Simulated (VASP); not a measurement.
Crystal: CsI.

```
Cs I
1.0
     4.60808    0.00000    0.00000
     0.00000    4.60808    0.00000
     0.00000    0.00000    4.60808
Cs I
1 1
Direct
  0.00000 0.00000 0.00000
  0.50000 0.50000 0.50000
```

Base run:

```yaml
Program: VASP 6.6.1
Functional: PBE-based screened hybrid
Potentials_or_basis: VASP PAW PBE potentials, release 64 (Cs_sv, I)
Cutoff: 400 eV
k_mesh: 4 × 4 × 4
Occupations: gaussian, width 0.01 eV
Spin: no spin polarisation
```

Its results: band gap on the k mesh 5.39 eV, indirect (least direct gap 5.49 eV); pressure 0.0 GPa.

Problem. The run is repeated on the same cell with these changes: screening parameter from 0.2078 1/Å to 0.5 1/Å. What comes out?

Solution. Band gap on the k mesh 4.55 eV, indirect (least direct gap 4.64 eV); pressure 0.1 GPa.

Caveats: the PAW data sets were made with another functional, which shifts forces and pressure a little; spin-orbit coupling is left out, which moves the levels of the heavy elements.

A k mesh can miss the band edges.
